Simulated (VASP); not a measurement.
# TlHg3S2 (Pmm2) in VASP: single point with PBE

Aim: the single point of TlHg3S2 with PBE.

Program: VASP 6.6.1. These are calculated values, not measurements. Logs are shortened: lines on timing, memory, paths and dates and some standing lists are left out, and cuts for length are marked.

## (1) The cell of the first run

Symmetry: Pmm2, No. 25, orthorhombic system. The conventional cell has a = 5.323 Å, b = 5.741 Å, c = 6.717 Å, α = 90.00°, β = 90.00°, γ = 90.00°. Within 4.4 Å of Tl (site symmetry mm2) lie 4 S at 3.35 to 4.33 Å and 6 Hg at 3.36 to 3.40 Å. Hg (site symmetry m) has 4 Hg at 2.86 to 3.86 Å and 4 S at 3.00 to 3.85 Å and 2 Tl at 3.36 Å within 3.9 Å. Hg (site symmetry mm2) has 2 Tl at 3.40 Å and 4 Hg at 3.45 to 3.86 Å and 4 S at 3.71 Å within 4.5 Å. Within 2.7 Å of S (site symmetry m) lie 1 S at 2.04 Å.

The cell was generated, and may not be a known phase.

## (2) Single point, PBE

INCAR reads:

```
SYSTEM = TlHg3S2
PREC = Accurate
ENCUT = 520
EDIFF = 1E-7
ISMEAR = 0
SIGMA = 0.15
LREAL = .False.
LASPH = .True.
NELM = 80
ALGO = Normal
ISIF = 2
LWAVE = .False.
LCHARG = .False.
GGA = PE
NBANDS = 40
```

KPOINTS reads:

```
regular mesh
0
Gamma
  3 3 2
  0 0 0
```

POSCAR reads:

```
TlHg3S2
1.0
    5.7412350714      0.0000000000      0.0000000000
    0.0000000000      5.3228468226      0.0000000000
    0.0000000000      0.0000000000      6.7168846105
Tl Hg S
1 3 2
Direct
    0.0000000000      0.0000000000      0.3448569041
    0.7490493087      0.5000000000      0.5628491376
    0.2509506913      0.5000000000      0.5628491376
    0.0000000000      0.5000000000      0.0299076664
    0.3224231718      0.0000000000      0.7613465922
    0.6775768282      0.0000000000      0.7613465922
```

Potentials or basis: VASP PAW PBE potentials, release 64 (Tl_d, Hg, S).

The run is started by

```bash
$ cat potpaw_PBE.64/Tl_d/POTCAR potpaw_PBE.64/Hg/POTCAR potpaw_PBE.64/S/POTCAR > POTCAR
$ mpirun -np 1 vasp_std > vasp.out
```

OUTCAR:

```text
SYSTEM = TlHg3S2
   PREC = Accurate
   ENCUT = 520
   EDIFF = 1E-7
   ISMEAR = 0
   LREAL = .False.
   LASPH = .True.
   NELM = 80
   ISIF = 2
   GGA = PE

 ion  position               nearest neighbor table
   1  0.000  0.000  0.345-   5 3.35   6 3.35   2 3.36   3 3.36   2 3.36   3 3.36   4 3.40   4 3.40

   2  0.749  0.500  0.563-   3 2.86   3 2.88   6 3.00   6 3.00   1 3.36   1 3.36   4 3.45   4 3.86

   3  0.251  0.500  0.563-   2 2.86   2 2.88   5 3.00   5 3.00   1 3.36   1 3.36   4 3.45   4 3.86

   4  0.000  0.500  0.030-   1 3.40   1 3.40   3 3.45   2 3.45   2 3.86   3 3.86
   5  0.322  0.000  0.761-   6 2.04   3 3.00   3 3.00   1 3.35
   6  0.678  0.000  0.761-   5 2.04   2 3.00   2 3.00   1 3.35

  LATTYP: Found a simple orthorhombic cell.
 ALAT       =     5.3228468226
 B/A-ratio  =     1.0786023462
 C/A-ratio  =     1.2618970326

  Lattice vectors:

 A1 = (   0.0000000000,  -5.3228468226,   0.0000000000)
 A2 = (   5.7412350714,   0.0000000000,   0.0000000000)
 A3 = (   0.0000000000,   0.0000000000,   6.7168846105)

Analysis of symmetry for initial positions (statically):
=====================================================================
 Subroutine PRICEL returns:
 Original cell was already a primitive cell.

 Routine SETGRP: Setting up the symmetry group for a
 simple orthorhombic supercell.

 Subroutine GETGRP returns: Found  4 space group operations
 (whereof  4 operations were pure point group operations)
 out of a pool of  8 trial point group operations.

The static configuration has the point symmetry C_2v.

Analysis of symmetry for dynamics (positions and initial velocities):
=====================================================================
 Subroutine PRICEL returns:
 Original cell was already a primitive cell.

 Routine SETGRP: Setting up the symmetry group for a
 simple orthorhombic supercell.

 Subroutine GETGRP returns: Found  4 space group operations
 (whereof  4 operations were pure point group operations)
 out of a pool of  8 trial point group operations.

The dynamic configuration has the point symmetry C_2v.

 Subroutine INISYM returns: Found  4 space group operations
 (whereof  4 operations are pure point group operations),
 and found     1 'primitive' translations

----------------------------------------------------------------------------------------

                                     Primitive cell

  volume of cell :     205.2661

  direct lattice vectors                    reciprocal lattice vectors
     5.741235071  0.000000000  0.000000000     0.174178550  0.000000000  0.000000000
     0.000000000  5.322846823  0.000000000     0.000000000  0.187869393  0.000000000
     0.000000000  0.000000000  6.716884611     0.000000000  0.000000000  0.148878544

  length of vectors
     5.741235071  5.322846823  6.716884611     0.174178550  0.187869393  0.148878544

  position of ions in fractional coordinates (direct lattice)
     0.000000000  0.000000000  0.344856904
     0.749049309  0.500000000  0.562849138
     0.250950691  0.500000000  0.562849138
     0.000000000  0.500000000  0.029907666
     0.322423172  0.000000000  0.761346592
     0.677576828  0.000000000  0.761346592

  ion indices of the primitive-cell ions
   primitive index   ion index
                 1           1
                 2           2
                 3           3
                 4           4
                 5           5
                 6           6

----------------------------------------------------------------------------------------

 KPOINTS: regular mesh

Automatic generation of k-mesh.
 Grid dimensions read from file:
 generate k-points for:    3    3    2

 Generating k-lattice:

  Cartesian coordinates                     Fractional coordinates (reciprocal lattice)
     0.058059517  0.000000000  0.000000000     0.333333333  0.000000000  0.000000000
     0.000000000  0.062623131  0.000000000     0.000000000  0.333333333  0.000000000
     0.000000000  0.000000000  0.074439272     0.000000000  0.000000000  0.500000000

  Length of vectors
     0.058059517  0.062623131  0.074439272

  Shift w.r.t. Gamma in fractional coordinates (k-lattice)
     0.000000000  0.000000000  0.000000000

 Subroutine IBZKPT returns following result:
 ===========================================

 Found      8 irreducible k-points:

 Following reciprocal coordinates:
            Coordinates               Weight
  0.000000  0.000000  0.000000      1.000000
  0.333333  0.000000  0.000000      2.000000
  0.000000  0.333333  0.000000      2.000000
  0.333333  0.333333  0.000000      4.000000
  0.000000  0.000000  0.500000      1.000000
  0.333333  0.000000  0.500000      2.000000
  0.000000  0.333333  0.500000      2.000000
  0.333333  0.333333  0.500000      4.000000
   k-points           NKPTS =      8   k-points in BZ     NKDIM =      8   number of bands    NBANDS=     40
   number of dos      NEDOS =    301   number of ions     NIONS =      6
   total plane-waves  NPLWV =  96000
   dimension x,y,z NGX =    48 NGY =   40 NGZ =   50
   dimension x,y,z NGXF=    96 NGYF=   80 NGZF=  100
   ions per type =               1   3   2
   NGX,Y,Z   is equivalent  to a cutoff of  13.90, 12.49, 12.38 a.u.
   NGXF,Y,Z  is equivalent  to a cutoff of  27.80, 24.99, 24.75 a.u.
 SYSTEM =  TlHg3S2
   PREC   = accura    normal or accurate (medium, high low for compatibility)
   ISTART =      0    job   : 0-new  1-cont  2-samecut
   ICHARG =      2    charge: 1-file 2-atom 10-const
   ISPIN  =      1    spin polarized calculation?
   LNONCOLLINEAR =      F non collinear calculations
   LSORBIT =      F    spin-orbit coupling
   LASPH  =      T    aspherical Exc in radial PAW
   ENCUT  =  520.0 eV  38.22 Ry    6.18 a.u.  10.67  9.90 12.49*2*pi/ulx,y,z
   NELM   =     80;   NELMIN=  2; NELMDL= -5     # of ELM steps
   EDIFF  = 0.1E-06   stopping-criterion for ELM
   LREAL  =      F    real-space projection
   EDIFFG = 0.1E-05   stopping-criterion for IOM
   NSW    =      0    number of steps for IOM
   IBRION =     -1    ionic relax: 0-MD 1-quasi-New 2-CG
   NFREE  =      0    steps in history (QN), initial steepest desc. (CG)
   ISIF   =      2    stress and relaxation
   ISYM   =      2    0-nonsym 1-usesym 2-fastsym
   POTIM  = 0.5000    time-step for ionic-motion
   TEBEG  =    0.0;   TEEND  =   0.0 temperature during run
   PSTRESS=    0.0 pullay stress
   NELECT =      61.0000    total number of electrons
   NUPDOWN=      -1.0000    fix difference up-down
   EMIN   =  10.00;   EMAX   =-10.00  energy-range for DOS
   EFERMI =   0.00;   METHOD = LEGACY
   ISMEAR =     0;   SIGMA  =   0.15  broadening in eV -4-tet -1-fermi 0-gaus
   EFERMI_NEDOS =   21; number of points for ismear=-14 and -15
   IALGO  =     38    algorithm
   IMIX   =      4    mixing-type and parameters
     AMIX     =   0.40;   BMIX     =  1.00
     AMIX_MAG =   1.60;   BMIX_MAG =  1.00
  volume/ion in A,a.u.               =      34.21       230.87
  Fermi-wavevector in a.u.,A,eV,Ry     =   1.092477  2.064483 16.238641  1.193506
  Thomas-Fermi vector in A             =   2.228743
   LORBIT       =      0    0 simple, 1 ext, 2 COOP (PROOUT), +10 PAW based schemes
   GGA     = PE    functional components
   LHFCALC =     F    Hartree Fock is set to
   AEXX    =    0.0000 exact exchange contribution
   IVDW    =     0    specifies the selected vdW correction
   LEPSILON=     F    determine dielectric tensor
   LRPA    =     F    only Hartree local field effects (RPA)
 non-spin polarized calculation
 Gauss-broadening in eV      SIGMA  =   0.15
  energy-cutoff  :      520.00
  volume of cell :      205.27
 maximum number of plane-waves:      5567
 NGX is ok and might be reduce to    48
   NGX = 21   NGY = 19   NGZ = 25

 number of electron      61.0000011 magnetization

 Free energy of the ion-electron system (eV)
  ---------------------------------------------------
  ext. energy  EPLUGINS =         0.00000000
  ---------------------------------------------------
  free energy    TOTEN  =       -10.81995055 eV

  energy without entropy =      -10.80001071  energy(sigma->0) =      -10.80998063

 E-fermi :   1.4201     XC(G=0):  -8.1465

 val. band max:        1.3568445976   @ k =   0.3333   0.3333   0.5000
 cond. band min:       1.5784587490   @ k =   0.3333   0.0000   0.0000
 fundamental gap:      0.2216141514
 Fermi energy:         1.4200911120

 k-point     1 :       0.0000    0.0000    0.0000
  band No.  band energies     occupation
      1     -13.3960      2.00000
      2     -10.0812      2.00000
      3     -10.0791      2.00000
      4     -10.0720      2.00000
      5     -10.0655      2.00000
      6     -10.0365      2.00000
[... 32 lines left out ...]
     39       6.4195      0.00000
     40       6.8426      0.00000

 k-point     2 :       0.3333    0.0000    0.0000
  band No.  band energies     occupation
      1     -13.3506      2.00000
      2     -10.0827      2.00000
      3     -10.0729      2.00000
      4     -10.0694      2.00000
      5     -10.0653      2.00000
      6     -10.0404      2.00000
[... 32 lines left out ...]
     39       6.7024      0.00000
     40       6.7936      0.00000

 k-point     3 :       0.0000    0.3333    0.0000
  band No.  band energies     occupation
      1     -13.3747      2.00000
      2     -10.0781      2.00000
      3     -10.0719      2.00000
      4     -10.0703      2.00000
      5     -10.0686      2.00000
      6     -10.0309      2.00000
[... 32 lines left out ...]
     39       6.7577      0.00000
     40       7.5251      0.00000

 k-point     4 :       0.3333    0.3333    0.0000
  band No.  band energies     occupation
      1     -13.3324      2.00000
      2     -10.0784      2.00000
      3     -10.0727      2.00000
      4     -10.0706      2.00000
      5     -10.0640      2.00000
      6     -10.0381      2.00000
[... 32 lines left out ...]
     39       7.2171      0.00000
     40       8.1398      0.00000

 k-point     5 :       0.0000    0.0000    0.5000
  band No.  band energies     occupation
      1     -13.3935      2.00000
      2     -10.0896      2.00000
      3     -10.0808      2.00000
      4     -10.0720      2.00000
      5     -10.0654      2.00000
      6     -10.0365      2.00000
[... 32 lines left out ...]
     39       6.6080      0.00000
     40       7.3100      0.00000

 k-point     6 :       0.3333    0.0000    0.5000
  band No.  band energies     occupation
      1     -13.3503      2.00000
      2     -10.0821      2.00000
      3     -10.0729      2.00000
      4     -10.0651      2.00000
      5     -10.0635      2.00000
      6     -10.0372      2.00000
[... 32 lines left out ...]
     39       6.8075      0.00000
     40       6.8437      0.00000

 k-point     7 :       0.0000    0.3333    0.5000
  band No.  band energies     occupation
      1     -13.3726      2.00000
      2     -10.0831      2.00000
      3     -10.0737      2.00000
      4     -10.0728      2.00000
      5     -10.0703      2.00000
      6     -10.0312      2.00000
[... 32 lines left out ...]
     39       5.9738      0.00000
     40       7.1944      0.00000

 k-point     8 :       0.3333    0.3333    0.5000
  band No.  band energies     occupation
      1     -13.3323      2.00000
      2     -10.0780      2.00000
      3     -10.0731      2.00000
      4     -10.0700      2.00000
      5     -10.0594      2.00000
      6     -10.0342      2.00000
[... 32 lines left out ...]
     39       7.0125      0.00000
     40       7.5881      0.00000

------------------------ aborting loop because EDIFF is reached ----------------------------------------

  FORCE on cell =-STRESS in cart. coord.  units (eV):
  Direction    XX          YY          ZZ          XY          YZ          ZX
  --------------------------------------------------------------------------------------
  -------------------------------------------------------------------------------------
  Total        0.6119705     -0.2213793     -0.1159564      0.0000000      0.0000000      0.0000000
  in kB        4.7766551     -1.7279467     -0.9050820      0.0000000      0.0000000      0.0000000
  external PRESSURE =       0.7145421 kB  Pullay stress =       0.0000000 kB

 VOLUME and BASIS-vectors are now :
 -----------------------------------------------------------------------------
  energy-cutoff  :      520.00
  volume of cell :      205.27
      direct lattice vectors                 reciprocal lattice vectors
     5.741235071  0.000000000  0.000000000     0.174178550  0.000000000  0.000000000
     0.000000000  5.322846823  0.000000000     0.000000000  0.187869393  0.000000000
     0.000000000  0.000000000  6.716884611     0.000000000  0.000000000  0.148878544

 POSITION                                       TOTAL-FORCE (eV/Angst)
 -----------------------------------------------------------------------------------
      0.00000      0.00000      2.31636         0.000000     -0.000000      0.022934
      4.30047      2.66142      3.78059         0.001073     -0.000000      0.005985
      1.44077      2.66142      3.78059        -0.001073     -0.000000      0.005985
      0.00000      2.66142      0.20089         0.000000     -0.000000      0.004645
      1.85111      0.00000      5.11388         0.131513     -0.000000     -0.019775
      3.89013      0.00000      5.11388        -0.131513      0.000000     -0.019775
 -----------------------------------------------------------------------------------
    total drift:                               -0.000000      0.000000      0.000010

  FREE ENERGIE OF THE ION-ELECTRON SYSTEM (eV)
  ---------------------------------------------------
  free  energy   TOTEN  =       -10.8199505450 eV

  energy  without entropy=      -10.8000107114  energy(sigma->0) =      -10.80998063
```

Wall time 76 s (1 thread of Intel Xeon Platinum 8488C (Sapphire Rapids), shared host); peak memory 0.32 GiB.

Results:

```yaml
Free_energy: -10.8200 eV
Pressure: 0.1 GPa
Largest_force: 0.133 eV/Å
Band_gap_on_the_k_mesh: zero (an odd number of electrons rules out a gap without spin polarisation)
```

Forces in eV/Å, atoms in the order of the input:
```
Tl   0.000  0.000  0.023
Hg   0.001  0.000  0.006
Hg  -0.001  0.000  0.006
Hg   0.000  0.000  0.005
S    0.132  0.000 -0.020
S   -0.132  0.000 -0.020
```

Caveat: the k points lie up to 0.47 Å⁻¹ apart, too coarse for converged energies and pressures of a metal; spin-orbit coupling is left out, which moves the levels of the heavy elements.

The gap in the log of VASP goes by the Fermi energy; the results here count the filled bands.